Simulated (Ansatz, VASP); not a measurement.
# PbS: VASP beside Ansatz

Contents of POSCAR:

```
PbS
1.0
    0.0000000000      2.9573603494      2.9573603494
    2.9573603494      0.0000000000      2.9573603494
    2.9573603494      2.9573603494      0.0000000000
Pb S
1 1
Direct
    0.0000000000      0.0000000000      0.0000000000
    0.5000000000      0.5000000000      0.5000000000
```

Contents of INCAR.step1:

```
SYSTEM = PbS
PREC     = Accurate       ! precision mode
ENCUT    = 520            ! plane-wave cutoff, eV
ISMEAR   = 0              ! smearing method
SIGMA    = 0.01           ! smearing width, eV
LREAL    = .FALSE.        ! projectors in reciprocal space
LASPH    = .TRUE.         ! aspherical terms in the spheres
NELM     = 100            ! most SCF steps
NBANDS   = 17             ! bands
GGA      = PE             ! functional
ALGO     = Normal         ! electronic algorithm
EDIFF    = 1E-4           ! SCF threshold, eV
LWAVE    = .TRUE.         ! write WAVECAR
LCHARG   = .FALSE.        ! write CHGCAR
```

The input INCAR.step2:

```
SYSTEM = PbS
PREC     = Accurate       ! precision mode
ENCUT    = 520            ! plane-wave cutoff, eV
EDIFF    = 1E-6           ! SCF threshold, eV
ISMEAR   = 0              ! smearing method
SIGMA    = 0.01           ! smearing width, eV
LREAL    = .FALSE.        ! projectors in reciprocal space
LASPH    = .TRUE.         ! aspherical terms in the spheres
NELM     = 100            ! most SCF steps
ALGO     = Normal         ! electronic algorithm
ISIF     = 2              ! what is computed and relaxed
LWAVE    = .FALSE.        ! write WAVECAR
LCHARG   = .TRUE.         ! write CHGCAR
METAGGA  = R2SCAN         ! meta-GGA
LMIXTAU  = .TRUE.       
LELF     = .TRUE.         ! ELF
LVHAR    = .TRUE.       
NBANDS   = 17             ! bands
ISTART   = 1
```

KPOINTS

```
Automatic mesh
0
G
  8 8 8
  0 0 0
```

Input for Ansatz:

```yaml
crystal:
  lattice:
    - [0.0, 2.9573603494, 2.9573603494]
    - [2.9573603494, 0.0, 2.9573603494]
    - [2.9573603494, 2.9573603494, 0.0]
  atoms:
    - { symbol: Pb, position: [0.0, 0.0, 0.0] }
    - { symbol: S, position: [0.5, 0.5, 0.5] }
kpoints:
  mp_grid: { grid: [8, 8, 8] }
  band_path:
    path:
      - [0.0, 0.0, 0.0]
      - [0.5, 0.0, 0.5]
      - [0.625, 0.25, 0.625]
      - [0.375, 0.375, 0.75]
      - [0.5, 0.5, 0.5]
      - [0.5, 0.25, 0.75]
      - [0.0, 0.0, 0.5]
    npoints: 1
hamiltonian:
  xc: r2scan
scf:
  occupations: { method: fixed }
  n_extra_bands: 4
output:
  forces: true
  stress: true
  eigenvalues: true
```

Change from the starting cell: hydrostatic strain -1.0%.

Alike in both runs: task single point; functional r2SCAN; k mesh 8 × 8 × 8; no spin polarisation.

|  | VASP | Ansatz |
| --- | --- | --- |
| version | VASP 6.6.1 | Ansatz 0.2.0 |
| potentials or method | VASP PAW PBE potentials, release 64 (Pb_d, S) | plane waves, PAW |
| plane-wave cutoff (eV) | 520 | 500 |
| occupations | gaussian, width 0.01 eV | fixed |
| valence electrons in the cell | 20 | 20 |

VASP gave:

```
gap on the k mesh at the Fermi level (eV) : 0.59
pressure (GPa)                            : 1.8
```

Task: Estimate Ansatz's values.

Result: gap on the k mesh at the Fermi level (eV): 0.58; pressure (GPa): 1.9.

VASP's potentials were made for PBE, not for r2SCAN.

Neither program's run includes spin-orbit coupling.
